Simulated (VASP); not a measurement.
A run of VASP 6.6.1 is set up as follows.

INCAR

```
SYSTEM = MgI2
PREC = Accurate ; ENCUT = 520
EDIFF = 1E-8 ; ISMEAR = -1
SIGMA = 0.03 ; LREAL = .False.
LASPH = .True. ; NELM = 60
ALGO = Normal ; ISIF = 2
LWAVE = .False. ; LCHARG = .False.
GGA = PS ; LEFG = .True.
NBANDS = 15
```

The input KPOINTS:

```
regular mesh
0
Gamma
  7 7 4
  0 0 0
```

The input POSCAR:

```
MgI2
1.0
    4.1537001214      0.0000000000      0.0000000000
   -2.0768500607      3.5972098248      0.0000000000
    0.0000000000      0.0000000000      6.8620000000
Mg I
1 2
Direct
    0.0000000000      0.0000000000      0.0000000000
    0.3333333333      0.6666666667      0.7576300000
    0.6666666667      0.3333333333      0.2423700000
```

Potentials or basis: VASP PAW PBE potentials, release 64 (Mg, I).

Run with:

```sh
$ cat potpaw_PBE.64/Mg/POTCAR potpaw_PBE.64/I/POTCAR > POTCAR
$ mpirun -np 1 vasp_std > vasp.out
```

Problem. Predict the band gap on the k mesh.

Solution. 3.46 eV, indirect (least direct gap 3.57 eV).

Problem. What does it give for the pressure?

Solution. -0.2 GPa.

Problem. Estimate the largest force.

Solution. 0.039 eV/Å.

Stress tensor (GPa, compression positive):
```
-0.34  0.00  0.00
 0.00 -0.34  0.00
 0.00  0.00  0.05
```

Caveat: without QUAD_EFG the Cq values of the log hold for a quadrupole moment of 1 mb, not for the nuclei; the PAW data sets were made with another functional, which shifts forces and pressure a little; spin-orbit coupling is left out, which moves the levels of the heavy elements; this functional lacks dispersion, which binds the layers, so the pressure and a relaxed spacing across them are unreliable. A k mesh can miss the band edges.
